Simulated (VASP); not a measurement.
SrTa2O7F2, 12 atoms in the cell. Symmetry: I4/mmm, No. 139, tetragonal system. The conventional cell has a = 3.916 Å, b = 3.916 Å, c = 18.043 Å, α = 90.00°, β = 90.00°, γ = 90.00°. Within 2.6 Å of Ta (site symmetry 4mm) lie 6 O at 1.98 to 2.10 Å. Within 2.6 Å of O (site symmetry 4mm) lie 4 F at 1.99 Å and 1 Ta at 2.03 Å. O (site symmetry 2mm) has 2 Ta at 1.98 Å and 1 F at 2.67 Å and 6 O at 2.69 to 2.77 Å and 2 Sr at 2.69 Å within 2.8 Å. Within 2.8 Å of O (site symmetry 4/mmm) lie 2 Ta at 2.10 Å and 8 O at 2.69 Å and 4 Sr at 2.77 Å. Within 3.5 Å of Sr (site symmetry 4/mmm) lie 12 O at 2.69 to 2.77 Å and 8 Ta at 3.48 Å. Within 2.8 Å of F (site symmetry -4m2) lie 6 O at 1.99 to 2.67 Å and 4 F at 2.77 Å. 

- Program: VASP 6.6.1
- Task: single point
- Functional: r2SCAN
- Potentials or basis: VASP PAW PBE potentials, release 64 (Ta_pv, O, Sr_sv, F)
- Cutoff: 520 eV
- k mesh: 5 × 5 × 5
- Occupations: fermi-dirac, width 0.1 eV
- Spin: no spin polarisation
- Dipole correction: no
- Further INCAR settings: ALGO = Normal; EDIFF = 1e-06; NBANDS = 56

Potentials or basis: VASP PAW PBE potentials, release 64 (Ta_pv, O, Sr_sv, F).

The run is started by

```bash
$ cat potpaw_PBE.64/Ta_pv/POTCAR potpaw_PBE.64/O/POTCAR potpaw_PBE.64/Sr_sv/POTCAR potpaw_PBE.64/F/POTCAR > POTCAR
$ cp INCAR.step1 INCAR
$ mpirun -np 1 vasp_std > vasp.out
$ cp INCAR.step2 INCAR
$ mpirun -np 1 vasp_std > vasp.out
```

Hardware: 1 thread of Intel(R) Xeon(R) Platinum 8175M CPU @ 2.50GHz (Skylake/Cascade Lake) (shared host).

**Question.** Estimate the wall time of this run.

**Answer.** Run time: 9.4 min on 1 thread of Intel(R) Xeon(R) Platinum 8175M CPU @ 2.50GHz (Skylake/Cascade Lake), on a shared host, peak memory 0.33 GiB. Counts: k points 18.
